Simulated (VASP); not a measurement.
# Hf (Fm-3m) in VASP: notebook

The runs below take Hf through single point, with PBEsol+D4, BLYP.

Everything below comes from runs of VASP 6.6.1. Logs are shortened: lines on timing, memory, paths and dates and some standing lists are left out, and cuts for length are marked.

## Step 1: The cell of the first run

It takes space group Fm-3m (No. 225, cubic). Conventional cell: a = 4.440 Å, b = 4.440 Å, c = 4.440 Å, α = 90.00°, β = 90.00°, γ = 90.00°. Within 4.1 Å of Hf (site symmetry m-3m) lie 12 Hf at 3.14 Å.

This isn't the form of Hf at room conditions, which is hcp.

## Step 2: Single point, PBEsol+D4

Contents of INCAR:

```
PREC = Accurate
ENCUT = 500
EDIFF = 1E-6
ISMEAR = 1
SIGMA = 0.05
LREAL = F
LASPH = T
NELM = 120
ALGO = Normal
ISIF = 2
LWAVE = F
LCHARG = F
GGA = PS
IVDW = 13
NBANDS = 11
GGA_COMPAT = F
```

Contents of KPOINTS:

```
Automatic mesh
0
Gamma
  10 10 10
```

Contents of POSCAR:

```
Hf
1.0
    0.0000000000      2.2200000000      2.2200000000
    2.2200000000      0.0000000000      2.2200000000
    2.2200000000      2.2200000000      0.0000000000
Hf
1
Direct
    0.0000000000      0.0000000000      0.0000000000
```

Potentials or basis: VASP PAW PBE potentials, release 64 (Hf_pv).

The run is started by

```bash
cat potpaw_PBE.64/Hf_pv/POTCAR > POTCAR
mpirun -np 1 vasp_std > vasp.out
```

OUTCAR:

```text
PREC = Accurate
   ENCUT = 500
   EDIFF = 1E-6
   ISMEAR = 1
   LREAL = F
   LASPH = T
   NELM = 120
   ISIF = 2
   GGA = PS
   IVDW = 13

 ion  position               nearest neighbor table
   1  0.000  0.000  0.000-

  LATTYP: Found a face centered cubic cell.
 ALAT       =     4.4400000000

  Lattice vectors:

 A1 = (   0.0000000000,   2.2200000000,   2.2200000000)
 A2 = (   2.2200000000,   0.0000000000,   2.2200000000)
 A3 = (   2.2200000000,   2.2200000000,   0.0000000000)

Analysis of symmetry for initial positions (statically):
=====================================================================
 Subroutine PRICEL returns:
 Original cell was already a primitive cell.

 Routine SETGRP: Setting up the symmetry group for a
 face centered cubic supercell.

 Subroutine GETGRP returns: Found 48 space group operations
 (whereof 48 operations were pure point group operations)
 out of a pool of 48 trial point group operations.

The static configuration has the point symmetry O_h .

Analysis of symmetry for dynamics (positions and initial velocities):
=====================================================================
 Subroutine PRICEL returns:
 Original cell was already a primitive cell.

 Routine SETGRP: Setting up the symmetry group for a
 face centered cubic supercell.

 Subroutine GETGRP returns: Found 48 space group operations
 (whereof 48 operations were pure point group operations)
 out of a pool of 48 trial point group operations.

The dynamic configuration has the point symmetry O_h .

 Subroutine INISYM returns: Found 48 space group operations
 (whereof 48 operations are pure point group operations),
 and found     1 'primitive' translations

----------------------------------------------------------------------------------------

                                     Primitive cell

  volume of cell :      21.8821

  direct lattice vectors                    reciprocal lattice vectors
     0.000000000  2.220000000  2.220000000    -0.225225225  0.225225225  0.225225225
     2.220000000  0.000000000  2.220000000     0.225225225 -0.225225225  0.225225225
     2.220000000  2.220000000  0.000000000     0.225225225  0.225225225 -0.225225225

  length of vectors
     3.139554108  3.139554108  3.139554108     0.390101533  0.390101533  0.390101533

  position of ions in fractional coordinates (direct lattice)
     0.000000000  0.000000000  0.000000000

  ion indices of the primitive-cell ions
   primitive index   ion index
                 1           1

----------------------------------------------------------------------------------------
[... 80 lines left out ...]
   PSTRESS=    0.0 pullay stress
   NELECT =      10.0000    total number of electrons
   NUPDOWN=      -1.0000    fix difference up-down
   EMIN   =  10.00;   EMAX   =-10.00  energy-range for DOS
   EFERMI =   0.00;   METHOD = LEGACY
   ISMEAR =     1;   SIGMA  =   0.05  broadening in eV -4-tet -1-fermi 0-gaus
   EFERMI_NEDOS =   21; number of points for ismear=-14 and -15
   IALGO  =     38    algorithm
   IMIX   =      4    mixing-type and parameters
     AMIX     =   0.40;   BMIX     =  1.00
     AMIX_MAG =   1.60;   BMIX_MAG =  1.00
  volume/ion in A,a.u.               =      21.88       147.67
  Fermi-wavevector in a.u.,A,eV,Ry     =   1.260991  2.382927 21.634588  1.590097
  Thomas-Fermi vector in A             =   2.394472
   LORBIT       =      0    0 simple, 1 ext, 2 COOP (PROOUT), +10 PAW based schemes
   GGA     = PS    functional components
   LHFCALC =     F    Hartree Fock is set to
   AEXX    =    0.0000 exact exchange contribution
   IVDW    =    13    specifies the selected vdW correction
   LEPSILON=     F    determine dielectric tensor
   LRPA    =     F    only Hartree local field effects (RPA)
 non-spin polarized calculation
 Methfessel and Paxton  Order N= 1 SIGMA  =   0.05
  energy-cutoff  :      500.00
  volume of cell :       21.88
 maximum number of plane-waves:       568
   NGX = 11   NGY = 11   NGZ = 11

 number of electron      10.0000000 magnetization

 Free energy of the ion-electron system (eV)
  ---------------------------------------------------
  ext. energy  EPLUGINS =         0.00000000
  ---------------------------------------------------
  free energy    TOTEN  =       -10.43433731 eV

  energy without entropy =      -10.43463316  energy(sigma->0) =      -10.43443593

 E-fermi :   4.7714     XC(G=0): -11.4925

 val. band max:        4.7670601534   @ k =  -0.2000   0.1000   0.0000
 cond. band min:       4.8382001296   @ k =   0.5000   0.1000   0.0000
 fundamental gap:      0.0711399762
 Fermi energy:         4.7713817820

 k-point     1 :       0.0000    0.0000    0.0000
  band No.  band energies     occupation
      1     -25.1339      2.00000
      2     -25.1339      2.00000
      3     -25.1339      2.00000
      4      -2.5569      2.00000
      5       6.1431      0.00000
      6       6.1431      0.00000
      7       6.1431      0.00000
      8       9.0043      0.00000
      9       9.0043      0.00000
     10      16.1881      0.00000
     11      17.8746      0.00000
[... 309 lines left out ...]
 k-point    24 :       0.4000    0.3000    0.0000
  band No.  band energies     occupation
      1     -25.8090      2.00000
      2     -25.4065      2.00000
      3     -25.3779      2.00000
      4       1.3978      2.00000
      5       3.1899      2.00000
      6       5.6091     -0.00000
      7       8.9051      0.00000
      8       9.9349      0.00000
      9      11.0483      0.00000
     10      16.6699      0.00000
     11      18.2519      0.00000

 [... further k-points ...]

------------------------ aborting loop because EDIFF is reached ----------------------------------------

  DFT-D4 for vdW energy calculation

  Edisp (eV):   -0.12501

  FORCE on cell =-STRESS in cart. coord.  units (eV):
  Direction    XX          YY          ZZ          XY          YZ          ZX
  --------------------------------------------------------------------------------------
  -------------------------------------------------------------------------------------
  Total      -0.42729    -0.42729    -0.42729    -0.00000     0.00000    -0.00000
  in kB     -31.28570   -31.28570   -31.28570    -0.00000     0.00000    -0.00000
  external pressure =      -31.29 kB  Pullay stress =        0.00 kB

 VOLUME and BASIS-vectors are now :
 -----------------------------------------------------------------------------
  energy-cutoff  :      500.00
  volume of cell :       21.88
      direct lattice vectors                 reciprocal lattice vectors
     0.000000000  2.220000000  2.220000000    -0.225225225  0.225225225  0.225225225
     2.220000000  0.000000000  2.220000000     0.225225225 -0.225225225  0.225225225
     2.220000000  2.220000000  0.000000000     0.225225225  0.225225225 -0.225225225

 POSITION                                       TOTAL-FORCE (eV/Angst)
 -----------------------------------------------------------------------------------
      0.00000      0.00000      0.00000         0.000000      0.000000      0.000000
 -----------------------------------------------------------------------------------
    total drift:                               -0.000000      0.000000      0.000000

  FREE ENERGIE OF THE ION-ELECTRON SYSTEM (eV)
  ---------------------------------------------------
  free  energy   TOTEN  =       -10.5593436796 eV

  energy  without entropy=      -10.5596395273  energy(sigma->0) =      -10.55944230
```

Run time: 3.4 s. Hardware: 1 thread of Intel Xeon 6975P-C (Granite Rapids), shared host; peak memory 0.14 GiB.

Results:

```yaml
Free_energy: -10.5593 eV
Pressure: -3.1 GPa
Band_gap_on_the_k_mesh: zero (bands 5 and 6 overlap by 1.80 eV)
Dispersion_energy_per_atom: -0.125 eV
```

Caveat: the cell stands under tension; the PAW data sets were made with another functional, which shifts forces and pressure a little; spin-orbit coupling is left out, which moves the levels of the heavy elements.

## Step 3: Single point, BLYP, non-collinear spin, zero start, spin-orbit coupling

Contents of INCAR:

```
PREC = Accurate ; ENCUT = 500
EDIFF = 1E-6 ; ISMEAR = 1
SIGMA = 0.1 ; LREAL = False
LASPH = True ; NELM = 200
ALGO = Normal ; ISIF = 2
LWAVE = False ; LCHARG = True
LNONCOLLINEAR = True ; MAGMOM = 0 0 0
LORBIT = 11 ; LSORBIT = True
GGA_COMPAT = False ; LORBMOM = True
LMAXMIX = 4 ; GGA = B5
ALDAX = 1.0 ; AGGAX = 1.0
AGGAC = 1.0 ; ALDAC = 0.0
LVHAR = True ; NBANDS = 21
```

KPOINTS is that of step 2.

POSCAR is that of step 2.

Potentials or basis: VASP PAW PBE potentials, release 64 (Hf_pv).

The run is started by

```bash
cat potpaw_PBE.64/Hf_pv/POTCAR > POTCAR
mpirun -np 1 vasp_ncl > vasp.out
```

Wall time 19 s (1 thread of Intel Xeon 6975P-C (Granite Rapids), shared host); peak memory 0.21 GiB.

Results (log left out):

| Quantity | Value |
| --- | --- |
| Free energy | -9.2262 eV |
| Pressure | 5.8 GPa |
| Net moment | 0.00 μB per cell |
| Valence electrons inside the program's atomic spheres | Hf 8.48 |

Moments on the atoms (μB; x, y, z):
```
Hf  0.00 0.00 0.00
```

Caveat: the cell stands under pressure; the PAW data sets were made with another functional, which shifts forces and pressure a little.
